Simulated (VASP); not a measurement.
# Si3C3N8 (Pm) in VASP: single point with r2SCAN

Aim: the single point of Si3C3N8 with r2SCAN.

Everything below comes from runs of VASP 6.6.1. Logs are shortened: lines on timing, memory, paths and dates and some standing lists are left out, and cuts for length are marked.

### Step 1. The cell of the first run

Symmetry: Pm, No. 6, monoclinic system. The conventional cell has a = 6.959 Å, b = 2.711 Å, c = 7.045 Å, α = 90.00°, β = 118.89°, γ = 90.00°. Si (site symmetry m) has 4 N at 1.63 to 1.72 Å within 2.2 Å. Si (site symmetry m) has 4 N at 1.63 to 1.68 Å within 2.2 Å. Within 2.2 Å of Si (site symmetry m) lie 4 N at 1.65 to 1.72 Å. C (site symmetry m) has 4 N at 1.52 to 1.58 Å within 2.0 Å. Within 2.0 Å of C (site symmetry m) lie 4 N at 1.49 to 1.63 Å. Within 1.9 Å of C (site symmetry m) lie 4 N at 1.42 to 1.64 Å. N (site symmetry m) has 1 C at 1.49 Å and 2 Si at 1.70 to 1.72 Å within 2.0 Å. N (site symmetry m) has 2 C at 1.47 to 1.52 Å and 1 Si at 1.68 Å within 2.0 Å.

### Step 2. Single point, r2SCAN

POSCAR

```
Si3C3N8
1.0
    7.0440121136      0.0000000000     -0.0926679357
    0.0000000000      2.7106124639      0.0000000000
   -3.6025214000      0.0000000000      6.1407718745
Si C N
3 3 8
Direct
    0.5997814474      0.5000000000      0.8197335947
    0.8183341719      0.0000000000      0.2390580696
    0.2359299500      0.5000000000      0.4046037682
    0.7739361626      0.0000000000      0.5849787797
    0.1775451951      0.5000000000      0.7788852943
    0.4049916295      0.0000000000      0.1809037740
    0.3173799276      0.5000000000      0.6783028114
    0.6453489309      0.0000000000      0.3349794626
    0.7085006941      0.5000000000      0.6513026229
    0.6893309238      0.0000000000      0.9688813833
    0.0267175658      0.0000000000      0.7059048534
    0.9694938810      0.5000000000      0.3184424650
    0.2978320639      0.0000000000      0.3043429350
    0.3348774564      0.5000000000      0.0296801857
```

INCAR.step1

```
PREC = Accurate
ENCUT = 520
ISMEAR = -1
SIGMA = 0.02
LREAL = False
LASPH = True
NELM = 100
NBANDS = 45
GGA = PE
ALGO = Normal
EDIFF = 1E-4
LWAVE = True
LCHARG = False
```

INCAR.step2

```
PREC = Accurate
ENCUT = 520
EDIFF = 1E-7
ISMEAR = -1
SIGMA = 0.02
LREAL = False
LASPH = True
NELM = 100
ALGO = Normal
ISIF = 2
LWAVE = False
LCHARG = False
METAGGA = R2SCAN
LMIXTAU = True
NBANDS = 45
ISTART = 1
```

KPOINTS

```
regular mesh
0
Gamma
  4 8 4
```

Potentials or basis: VASP PAW PBE potentials, release 64 (Si, C, N).

Launch:

```
> cat potpaw_PBE.64/Si/POTCAR potpaw_PBE.64/C/POTCAR potpaw_PBE.64/N/POTCAR > POTCAR
> cp INCAR.step1 INCAR
> mpirun -np 1 vasp_std > vasp.out
> cp INCAR.step2 INCAR
> mpirun -np 1 vasp_std > vasp.out
```

OUTCAR:

```text
PREC = Accurate
   ENCUT = 520
   EDIFF = 1E-7
   ISMEAR = -1
   LREAL = False
   LASPH = True
   NELM = 100
   ISIF = 2
   METAGGA = R2SCAN
   ISTART = 1

 ion  position               nearest neighbor table
   1  0.600  0.500  0.820-  10 1.63  10 1.63   7 1.70   9 1.72   3 2.73   2 2.89   2 2.89
   2  0.818  0.000  0.239-  12 1.63  12 1.63  10 1.65   8 1.68   3 2.88   3 2.88   1 2.89   1 2.89

   3  0.236  0.500  0.405-  12 1.65  13 1.69  13 1.69   7 1.72   1 2.73   2 2.88   2 2.88
   4  0.774  0.000  0.585-   8 1.52  11 1.53   9 1.58   9 1.58
   5  0.178  0.500  0.779-   7 1.49  14 1.54  11 1.63  11 1.63
   6  0.405  0.000  0.181-  13 1.42   8 1.47  14 1.64  14 1.64
   7  0.317  0.500  0.678-   5 1.49   1 1.70   3 1.72
   8  0.645  0.000  0.335-   6 1.47   4 1.52   2 1.68
   9  0.709  0.500  0.651-   4 1.58   4 1.58   1 1.72
  10  0.689  0.000  0.969-   1 1.63   1 1.63   2 1.65
  11  0.027  0.000  0.706-   4 1.53   5 1.63   5 1.63
  12  0.969  0.500  0.318-   2 1.63   2 1.63   3 1.65
  13  0.298  0.000  0.304-   6 1.42   3 1.69   3 1.69
  14  0.335  0.500  0.030-   5 1.54   6 1.64   6 1.64

  LATTYP: Found a simple monoclinic cell.
 ALAT       =     6.9586938132
 B/A-ratio  =     0.3895289169
 C/A-ratio  =     1.0123482690
 COS(beta)  =    -0.4830839975

  Lattice vectors:

 A1 = (   3.4414907136,   0.0000000000,   6.0481039388)
 A2 = (   0.0000000000,   2.7106124639,   0.0000000000)
 A3 = (  -7.0440121136,   0.0000000000,   0.0926679357)

Analysis of symmetry for initial positions (statically):
=====================================================================
 Subroutine PRICEL returns:
 Original cell was already a primitive cell.

 Routine SETGRP: Setting up the symmetry group for a
 simple monoclinic supercell.

 Subroutine GETGRP returns: Found  2 space group operations
 (whereof  2 operations were pure point group operations)
 out of a pool of  4 trial point group operations.

The static configuration has the point symmetry C_1h.

Analysis of symmetry for dynamics (positions and initial velocities):
=====================================================================
 Subroutine PRICEL returns:
 Original cell was already a primitive cell.

 Routine SETGRP: Setting up the symmetry group for a
 simple monoclinic supercell.

 Subroutine GETGRP returns: Found  2 space group operations
 (whereof  2 operations were pure point group operations)
 out of a pool of  4 trial point group operations.

The dynamic configuration has the point symmetry C_1h.

 Subroutine INISYM returns: Found  2 space group operations
 (whereof  2 operations are pure point group operations),
 and found     1 'primitive' translations

----------------------------------------------------------------------------------------

                                     Primitive cell

  volume of cell :     116.3445

  direct lattice vectors                    reciprocal lattice vectors
     7.044012114  0.000000000 -0.092667936     0.143068723  0.000000000  0.083932142
     0.000000000  2.710612464  0.000000000     0.000000000  0.368920314  0.000000000
    -3.602521400  0.000000000  6.140771875     0.002158993  0.000000000  0.164112564

  length of vectors
     7.044621637  2.710612464  7.119497149     0.165871227  0.368920314  0.164126765

  position of ions in fractional coordinates (direct lattice)
     0.599781447  0.500000000  0.819733595
     0.818334172  0.000000000  0.239058070
     0.235929950  0.500000000  0.404603768
     0.773936163  0.000000000  0.584978780
     0.177545195  0.500000000  0.778885294
     0.404991630  0.000000000  0.180903774
     0.317379928  0.500000000  0.678302811
     0.645348931  0.000000000  0.334979463
     0.708500694  0.500000000  0.651302623
     0.689330924  0.000000000  0.968881383
     0.026717566  0.000000000  0.705904853
     0.969493881  0.500000000  0.318442465
     0.297832064  0.000000000  0.304342935
     0.334877456  0.500000000  0.029680186

  ion indices of the primitive-cell ions
   primitive index   ion index
                 1           1
                 2           2
                 3           3
                 4           4
                 5           5
                 6           6
                 7           7
                 8           8
                 9           9
                10          10
                11          11
                12          12
                13          13
                14          14

----------------------------------------------------------------------------------------

 KPOINTS: regular mesh

Automatic generation of k-mesh.
 Grid dimensions read from file:
 generate k-points for:    4    8    4

 Generating k-lattice:

  Cartesian coordinates                     Fractional coordinates (reciprocal lattice)
     0.035767181  0.000000000  0.020983035     0.250000000  0.000000000  0.000000000
     0.000000000  0.046115039  0.000000000     0.000000000  0.125000000  0.000000000
     0.000539748  0.000000000  0.041028141    -0.000000000  0.000000000  0.250000000

  Length of vectors
     0.041467807  0.046115039  0.041031691

  Shift w.r.t. Gamma in fractional coordinates (k-lattice)
     0.000000000  0.000000000  0.000000000

 Subroutine IBZKPT returns following result:
 ===========================================

 Found     50 irreducible k-points:

 Following reciprocal coordinates:
            Coordinates               Weight
  0.000000  0.000000  0.000000      1.000000
  0.250000  0.000000  0.000000      2.000000
  0.500000  0.000000  0.000000      1.000000
  0.000000  0.125000  0.000000      2.000000
  0.250000  0.125000  0.000000      4.000000
  0.500000  0.125000  0.000000      2.000000
[... 16 lines left out ...]
 -0.250000  0.125000  0.250000      4.000000
  0.000000  0.250000  0.250000      4.000000
 [... further k-points ...]
   k-points           NKPTS =     50   k-points in BZ     NKDIM =     50   number of bands    NBANDS=     45
   number of dos      NEDOS =    301   number of ions     NIONS =     14
   total plane-waves  NPLWV =  58320
   dimension x,y,z NGX =    54 NGY =   20 NGZ =   54
   dimension x,y,z NGXF=   108 NGYF=   40 NGZF=  108
   ions per type =               3   3   8
   NGX,Y,Z   is equivalent  to a cutoff of  12.74, 12.27, 12.61 a.u.
   NGXF,Y,Z  is equivalent  to a cutoff of  25.49, 24.53, 25.22 a.u.
 SYSTEM =  unknown system
   PREC   = accura    normal or accurate (medium, high low for compatibility)
   ISTART =      1    job   : 0-new  1-cont  2-samecut
   ICHARG =      0    charge: 1-file 2-atom 10-const
   ISPIN  =      1    spin polarized calculation?
   LNONCOLLINEAR =      F non collinear calculations
   LSORBIT =      F    spin-orbit coupling
   LASPH  =      T    aspherical Exc in radial PAW
   ENCUT  =  520.0 eV  38.22 Ry    6.18 a.u.  13.10  5.04 13.24*2*pi/ulx,y,z
   NELM   =    100;   NELMIN=  2; NELMDL=  0     # of ELM steps
   EDIFF  = 0.1E-06   stopping-criterion for ELM
   LREAL  =      F    real-space projection
   EDIFFG = 0.1E-05   stopping-criterion for IOM
   NSW    =      0    number of steps for IOM
   IBRION =     -1    ionic relax: 0-MD 1-quasi-New 2-CG
   NFREE  =      0    steps in history (QN), initial steepest desc. (CG)
   ISIF   =      2    stress and relaxation
   ISYM   =      2    0-nonsym 1-usesym 2-fastsym
   POTIM  = 0.5000    time-step for ionic-motion
   TEBEG  =    0.0;   TEEND  =   0.0 temperature during run
   PSTRESS=    0.0 pullay stress
   NELECT =      64.0000    total number of electrons
   NUPDOWN=      -1.0000    fix difference up-down
   EMIN   =  10.00;   EMAX   =-10.00  energy-range for DOS
   EFERMI =   0.00;   METHOD = LEGACY
   ISMEAR =    -1;   SIGMA  =   0.02  broadening in eV -4-tet -1-fermi 0-gaus
   EFERMI_NEDOS =   21; number of points for ismear=-14 and -15
   IALGO  =     38    algorithm
   IMIX   =      4    mixing-type and parameters
     AMIX     =   0.40;   BMIX     =  1.00
     AMIX_MAG =   1.60;   BMIX_MAG =  1.00
  volume/ion in A,a.u.               =       8.31        56.08
  Fermi-wavevector in a.u.,A,eV,Ry     =   1.341383  2.534847 24.481091  1.799309
  Thomas-Fermi vector in A             =   2.469621
   LORBIT       =      0    0 simple, 1 ext, 2 COOP (PROOUT), +10 PAW based schemes
   METAGGA = R2SCAN    functional components
   LHFCALC =     F    Hartree Fock is set to
   AEXX    =    0.0000 exact exchange contribution
   IVDW    =     0    specifies the selected vdW correction
   LEPSILON=     F    determine dielectric tensor
   LRPA    =     F    only Hartree local field effects (RPA)
 non-spin polarized calculation
  energy-cutoff  :      520.00
  volume of cell :      116.34
 maximum number of plane-waves:      3166
 NGX is ok and might be reduce to    54
   NGX = 27   NGY = 11   NGZ = 27

 number of electron      64.0000005 magnetization

 Free energy of the ion-electron system (eV)
  ---------------------------------------------------
  ext. energy  EPLUGINS =         0.00000000
  ---------------------------------------------------
  free energy    TOTEN  =      -129.96247829 eV

  energy without entropy =     -129.96247829  energy(sigma->0) =     -129.96247829

 E-fermi :   7.7698     XC(G=0): -12.2496

 val. band max:        7.3162634174   @ k =   0.0000   0.1250   0.0000
 cond. band min:       9.8334865931   @ k =   0.0000   0.0000   0.0000
 fundamental gap:      2.5172231758
 Fermi energy:         7.7698291398

 k-point     1 :       0.0000    0.0000    0.0000
  band No.  band energies     occupation
      1     -14.9570      2.00000
      2     -13.1947      2.00000
      3     -12.6888      2.00000
      4     -12.1211      2.00000
      5     -11.0683      2.00000
      6     -10.9545      2.00000
[... 1117 lines left out ...]
     43      15.6141      0.00000
     44      16.5102      0.00000

 [... further k-points ...]

 [bands above 44 left out]

------------------------ aborting loop because EDIFF is reached ----------------------------------------

  FORCE on cell =-STRESS in cart. coord.  units (eV):
  Direction    XX          YY          ZZ          XY          YZ          ZX
  --------------------------------------------------------------------------------------
  -------------------------------------------------------------------------------------
  Total        0.2008891      0.1214033      0.2158289      0.0000000      0.0000000      0.0529158
  in kB        2.7664404      1.6718430      2.9721761      0.0000000      0.0000000      0.7287019
  external PRESSURE =       2.4701532 kB  Pullay stress =       0.0000000 kB

 VOLUME and BASIS-vectors are now :
 -----------------------------------------------------------------------------
  energy-cutoff  :      520.00
  volume of cell :      116.34
      direct lattice vectors                 reciprocal lattice vectors
     7.044012114  0.000000000 -0.092667936     0.143068723  0.000000000  0.083932142
     0.000000000  2.710612464  0.000000000     0.000000000  0.368920314  0.000000000
    -3.602521400  0.000000000  6.140771875     0.002158993  0.000000000  0.164112564

 POSITION                                       TOTAL-FORCE (eV/Angst)
 -----------------------------------------------------------------------------------
      1.27176      1.35531      4.97822         0.014036      0.000000      0.009188
      4.90314      0.00000      1.39217         0.001552      0.000000     -0.000483
      0.20430      1.35531      2.46272        -0.005299      0.000000     -0.015639
      3.34422      0.00000      3.52050        -0.009677      0.000000      0.015049
     -1.55532      1.35531      4.76650        -0.035041      0.000000     -0.006082
      2.20106      0.00000      1.07336         0.024938      0.000000     -0.065793
     -0.20797      1.35531      4.13589         0.077607      0.000000     -0.031570
      3.33908      0.00000      1.99723         0.059126      0.000000     -0.012050
      2.64436      1.35531      3.93385        -0.049685      0.000000      0.022962
      1.36524      0.00000      5.88580        -0.007926      0.000000     -0.004211
     -2.35484      0.00000      4.33232         0.016234      0.000000      0.010852
      5.68193      1.35531      1.86564        -0.010953      0.000000     -0.003447
      1.00153      0.00000      1.84130        -0.076768      0.000000      0.065418
      2.25196      1.35531      0.15123         0.001856      0.000000      0.015806
 -----------------------------------------------------------------------------------
    total drift:                               -0.000148     -0.000000     -0.000504

  FREE ENERGIE OF THE ION-ELECTRON SYSTEM (eV)
  ---------------------------------------------------
  free  energy   TOTEN  =      -129.9624782936 eV

  energy  without entropy=     -129.9624782936  energy(sigma->0) =     -129.96247829
```

It took 28 min on 1 thread of Intel Xeon 8259CL, shared host; peak memory 0.37 GiB.

Results:

```
Free energy            : -129.9625 eV
Pressure               : 0.2 GPa
Largest force          : 0.101 eV/Å
Band gap on the k mesh : 2.52 eV (least direct gap 2.81 eV)
```

Forces on the atoms (eV/Å):
```
Si   0.014  0.000  0.009
Si   0.002  0.000  0.000
Si  -0.005  0.000 -0.016
C   -0.010  0.000  0.015
C   -0.035  0.000 -0.006
C    0.025  0.000 -0.066
N    0.078  0.000 -0.032
N    0.059  0.000 -0.012
N   -0.050  0.000  0.023
N   -0.008  0.000 -0.004
N    0.016  0.000  0.011
N   -0.011  0.000 -0.003
N   -0.077  0.000  0.065
N    0.002  0.000  0.016
```

Caveat: the PAW data sets were made with another functional, which shifts forces and pressure a little.
